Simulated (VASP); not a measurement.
# Ti3Ge2 (Pm-3m) in VASP: further runs, part 2 of 3

VASP 6.6.1. Earlier steps stand in the parts before.

### Step 4. Relaxation of cell and atoms, PBE

INCAR reads:

```
PREC = Accurate
ENCUT = 600
EDIFF = 1E-7
ISMEAR = 0
SIGMA = 0.1
LREAL = F
LASPH = T
NELM = 80
ALGO = Normal
ISIF = 3
LWAVE = F
LCHARG = F
GGA = PE
IBRION = 2
NSW = 90
EDIFFG = -0.04
```

KPOINTS reads:

```
Automatic mesh
0
Gamma
  4 4 4
```

POSCAR reads:

```
Ti3Ge2
1.0
    4.4668632800      0.0000000000      0.0000000000
    0.0000000000      4.4668632800      0.0000000000
    0.0000000000      0.0000000000      4.4668632800
Ti Ge
3 2
Direct
    0.5000000000      0.0000000000      0.0000000000
    0.0000000000      0.5000000000      0.0000000000
    0.0000000000      0.0000000000      0.5000000000
    0.0000000000      0.0000000000      0.0000000000
    0.5000000000      0.5000000000      0.5000000000
```

Potentials or basis: VASP PAW PBE potentials, release 64 (Ti_sv, Ge_d).

Started as:

```console
> cat potpaw_PBE.64/Ti_sv/POTCAR potpaw_PBE.64/Ge_d/POTCAR > POTCAR
> mpirun -np 1 vasp_std > vasp.out
```

OUTCAR:

```text
PREC = Accurate
   ENCUT = 600
   EDIFF = 1E-7
   ISMEAR = 0
   LREAL = F
   LASPH = T
   NELM = 80
   ISIF = 3
   GGA = PE
   IBRION = 2
   NSW = 90
   EDIFFG = -0.04

 ion  position               nearest neighbor table
   1  0.500  0.000  0.000-   4 2.23   4 2.23
   2  0.000  0.500  0.000-   4 2.23   4 2.23
   3  0.000  0.000  0.500-   4 2.23   4 2.23
   4  0.000  0.000  0.000-   1 2.23   2 2.23   3 2.23   3 2.23   2 2.23   1 2.23
   5  0.500  0.500  0.500-

  LATTYP: Found a simple cubic cell.
 ALAT       =     4.4668632800

  Lattice vectors:

 A1 = (   4.4668632800,   0.0000000000,   0.0000000000)
 A2 = (   0.0000000000,   4.4668632800,   0.0000000000)
 A3 = (   0.0000000000,   0.0000000000,   4.4668632800)

Analysis of symmetry for initial positions (statically):
=====================================================================
 Subroutine PRICEL returns:
 Original cell was already a primitive cell.

 Routine SETGRP: Setting up the symmetry group for a
 simple cubic supercell.

 Subroutine GETGRP returns: Found 48 space group operations
[... 9 lines left out ...]

 Routine SETGRP: Setting up the symmetry group for a
 simple cubic supercell.

 Subroutine GETGRP returns: Found 48 space group operations
[... 11 lines left out ...]
                                     Primitive cell

  volume of cell :      89.1267

  direct lattice vectors                    reciprocal lattice vectors
     4.466863280  0.000000000  0.000000000     0.223870743  0.000000000  0.000000000
     0.000000000  4.466863280  0.000000000     0.000000000  0.223870743  0.000000000
     0.000000000  0.000000000  4.466863280     0.000000000  0.000000000  0.223870743

  length of vectors
     4.466863280  4.466863280  4.466863280     0.223870743  0.223870743  0.223870743

  position of ions in fractional coordinates (direct lattice)
     0.500000000  0.000000000  0.000000000
     0.000000000  0.500000000  0.000000000
     0.000000000  0.000000000  0.500000000
     0.000000000  0.000000000  0.000000000
     0.500000000  0.500000000  0.500000000

  ion indices of the primitive-cell ions
   primitive index   ion index
                 1           1
                 2           2
                 3           3
                 4           4
                 5           5

----------------------------------------------------------------------------------------

 KPOINTS: Automatic mesh

Automatic generation of k-mesh.
 Grid dimensions read from file:
 generate k-points for:    4    4    4

 Generating k-lattice:

  Cartesian coordinates                     Fractional coordinates (reciprocal lattice)
     0.055967686  0.000000000  0.000000000     0.250000000  0.000000000  0.000000000
     0.000000000  0.055967686  0.000000000     0.000000000  0.250000000  0.000000000
     0.000000000  0.000000000  0.055967686     0.000000000  0.000000000  0.250000000

  Length of vectors
     0.055967686  0.055967686  0.055967686

  Shift w.r.t. Gamma in fractional coordinates (k-lattice)
     0.000000000  0.000000000  0.000000000

 Subroutine IBZKPT returns following result:
 ===========================================

 Found     10 irreducible k-points:

 Following reciprocal coordinates:
            Coordinates               Weight
  0.000000  0.000000  0.000000      1.000000
  0.250000  0.000000  0.000000      6.000000
  0.500000  0.000000  0.000000      3.000000
  0.250000  0.250000  0.000000     12.000000
  0.500000  0.250000  0.000000     12.000000
  0.500000  0.500000  0.000000      3.000000
  0.250000  0.250000  0.250000      8.000000
  0.500000  0.250000  0.250000     12.000000
  0.500000  0.500000  0.250000      6.000000
  0.500000  0.500000  0.500000      1.000000
   k-points           NKPTS =     10   k-points in BZ     NKDIM =     10   number of bands    NBANDS=     38
   number of dos      NEDOS =    301   number of ions     NIONS =      5
   total plane-waves  NPLWV =  46656
   dimension x,y,z NGX =    36 NGY =   36 NGZ =   36
   dimension x,y,z NGXF=    72 NGYF=   72 NGZF=   72
   ions per type =               3   2
   NGX,Y,Z   is equivalent  to a cutoff of  13.40, 13.40, 13.40 a.u.
   NGXF,Y,Z  is equivalent  to a cutoff of  26.80, 26.80, 26.80 a.u.
 SYSTEM =  unknown system
   PREC   = accura    normal or accurate (medium, high low for compatibility)
   ISTART =      0    job   : 0-new  1-cont  2-samecut
   ICHARG =      2    charge: 1-file 2-atom 10-const
   ISPIN  =      1    spin polarized calculation?
   LNONCOLLINEAR =      F non collinear calculations
   LSORBIT =      F    spin-orbit coupling
   LASPH  =      T    aspherical Exc in radial PAW
   ENCUT  =  600.0 eV  44.10 Ry    6.64 a.u.   8.92  8.92  8.92*2*pi/ulx,y,z
   NELM   =     80;   NELMIN=  2; NELMDL= -5     # of ELM steps
   EDIFF  = 0.1E-06   stopping-criterion for ELM
   LREAL  =      F    real-space projection
   EDIFFG = -.4E-01   stopping-criterion for IOM
   NSW    =     90    number of steps for IOM
   IBRION =      2    ionic relax: 0-MD 1-quasi-New 2-CG
   NFREE  =      1    steps in history (QN), initial steepest desc. (CG)
   ISIF   =      3    stress and relaxation
   ISYM   =      2    0-nonsym 1-usesym 2-fastsym
   POTIM  = 0.5000    time-step for ionic-motion
   TEBEG  =    0.0;   TEEND  =   0.0 temperature during run
   PSTRESS=    0.0 pullay stress
   NELECT =      64.0000    total number of electrons
   NUPDOWN=      -1.0000    fix difference up-down
   EMIN   =  10.00;   EMAX   =-10.00  energy-range for DOS
   EFERMI =   0.00;   METHOD = LEGACY
   ISMEAR =     0;   SIGMA  =   0.10  broadening in eV -4-tet -1-fermi 0-gaus
   EFERMI_NEDOS =   21; number of points for ismear=-14 and -15
   IALGO  =     38    algorithm
   IMIX   =      4    mixing-type and parameters
     AMIX     =   0.40;   BMIX     =  1.00
     AMIX_MAG =   1.60;   BMIX_MAG =  1.00
  volume/ion in A,a.u.               =      17.83       120.29
  Fermi-wavevector in a.u.,A,eV,Ry     =   1.465994  2.770327 29.240799  2.149138
  Thomas-Fermi vector in A             =   2.581784
   LORBIT       =      0    0 simple, 1 ext, 2 COOP (PROOUT), +10 PAW based schemes
   GGA     = PE    functional components
   LHFCALC =     F    Hartree Fock is set to
   AEXX    =    0.0000 exact exchange contribution
   IVDW    =     0    specifies the selected vdW correction
   LEPSILON=     F    determine dielectric tensor
   LRPA    =     F    only Hartree local field effects (RPA)
 conjugate gradient relaxation of ions
 non-spin polarized calculation
 Gauss-broadening in eV      SIGMA  =   0.10
  energy-cutoff  :      600.00
  volume of cell :       89.13
 maximum number of plane-waves:      3016
 NGX is ok and might be reduce to    36
   NGX = 17   NGY = 17   NGZ = 17

--------------------------------------- Ionic step        1  -------------------------------------------

 number of electron      63.9999956 magnetization

 Free energy of the ion-electron system (eV)
  ---------------------------------------------------
  ext. energy  EPLUGINS =         0.00000000
  ---------------------------------------------------
  free energy    TOTEN  =       -30.44838626 eV

  energy without entropy =      -30.41620419  energy(sigma->0) =      -30.43229522

------------------------ aborting loop because EDIFF is reached ----------------------------------------

  FORCE on cell =-STRESS in cart. coord.  units (eV):
  Direction    XX          YY          ZZ          XY          YZ          ZX
  --------------------------------------------------------------------------------------
  -------------------------------------------------------------------------------------
  Total        8.4430036      8.4430036      8.4430036      0.0000000     -0.0000000     -0.0000000
  in kB      151.7747676    151.7747676    151.7747676      0.0000000     -0.0000000     -0.0000000
  external PRESSURE =     151.7747676 kB  Pullay stress =       0.0000000 kB
[... 63 lines left out ...]
  energy  without entropy=      -30.6925499467  energy(sigma->0) =      -30.71276482

--------------------------------------- Ionic step        3  -------------------------------------------

 number of electron      64.0000038 magnetization

 Free energy of the ion-electron system (eV)
  ---------------------------------------------------
  ext. energy  EPLUGINS =         0.00000000
  ---------------------------------------------------
  free energy    TOTEN  =       -30.98912502 eV

  energy without entropy =      -30.95463387  energy(sigma->0) =      -30.97187945

 E-fermi :   6.4720     XC(G=0): -10.6428

 val. band max:        6.4073677114   @ k =   0.5000   0.2500   0.2500
 cond. band min:       6.4744663504   @ k =   0.5000   0.5000   0.2500
 fundamental gap:      0.0670986390
 Fermi energy:         6.4719808110

 k-point     1 :       0.0000    0.0000    0.0000
  band No.  band energies     occupation
      1     -50.8852      2.00000
      2     -50.8585      2.00000
      3     -50.8585      2.00000
      4     -27.2249      2.00000
      5     -27.2249      2.00000
      6     -27.2249      2.00000
[... 431 lines left out ...]
  FREE ENERGIE OF THE ION-ELECTRON SYSTEM (eV)
  ---------------------------------------------------
  free  energy   TOTEN  =       -30.9891250195 eV

  energy  without entropy=      -30.9546338749  energy(sigma->0) =      -30.97187945

 reached required accuracy - stopping structural energy minimisation
```

OSZICAR:

```text
N       E                     dE             d eps       ncg     rms          rms(c)
DAV:   1     0.838964940677E+03    0.83896E+03   -0.35031E+04   894   0.401E+03
DAV:   2     0.122281856894E+03   -0.71668E+03   -0.69983E+03   760   0.937E+02
DAV:   3    -0.166993271906E+02   -0.13898E+03   -0.13509E+03  1000   0.270E+02
[... 56 lines left out ...]
DAV:   8    -0.309891219968E+02    0.20865E-03   -0.17939E-03   986   0.265E-01    0.534E-02
DAV:   9    -0.309891289792E+02   -0.69824E-05   -0.15684E-04  1032   0.862E-02    0.234E-02
DAV:  10    -0.309891255656E+02    0.34135E-05   -0.70321E-06  1002   0.212E-02    0.105E-02
DAV:  11    -0.309891249925E+02    0.57320E-06   -0.12584E-06   870   0.847E-03    0.283E-03
DAV:  12    -0.309891250195E+02   -0.27003E-07   -0.37300E-07   732   0.340E-03
   3 F= -.30989125E+02 E0= -.30971879E+02  d E =-.540739E+00
```

Run time: 2.2 min. Hardware: 1 thread of Intel Xeon 6975P-C (Granite Rapids), shared host; peak memory 0.23 GiB.

Results:

```yaml
Free_energy: -30.9891 eV
Relaxed_volume: 20.40 Å³/atom
Relaxed_cell: a = 4.673 Å, b = 4.673 Å, c = 4.673 Å, α = 90.00°, β = 90.00°, γ = 90.00°
Space_group_after_relaxing_to_0.05_Å: Pm-3m (No. 221)
Energy_gained_by_relaxing: 108.1 meV/atom
Ionic_steps: 3
Pressure_after_relaxing: -0.1 GPa
Band_gap_on_the_k_mesh: zero (band 32 reaches 6.56 eV, above the bottom of band 33 at 6.25 eV)
```

Step by step:
```csv
step,energy change (eV),largest force (eV/Å),pressure (GPa),volume (Å³)
1,0.0000,0.0000,15.18,89.13
2,-0.2846,0.0000,-6.94,112.73
3,-0.5407,0.0000,-0.08,102.02
```

Final structure:
```
Ti Ge
1.0
     4.67264    0.00000    0.00000
     0.00000    4.67264    0.00000
     0.00000    0.00000    4.67264
Ti Ge
3 2
Direct
  0.50000 0.00000 0.00000
  0.00000 0.50000 0.00000
  0.00000 0.00000 0.50000
  0.00000 0.00000 0.00000
  0.50000 0.50000 0.50000
```

[end of part 2 of 3]
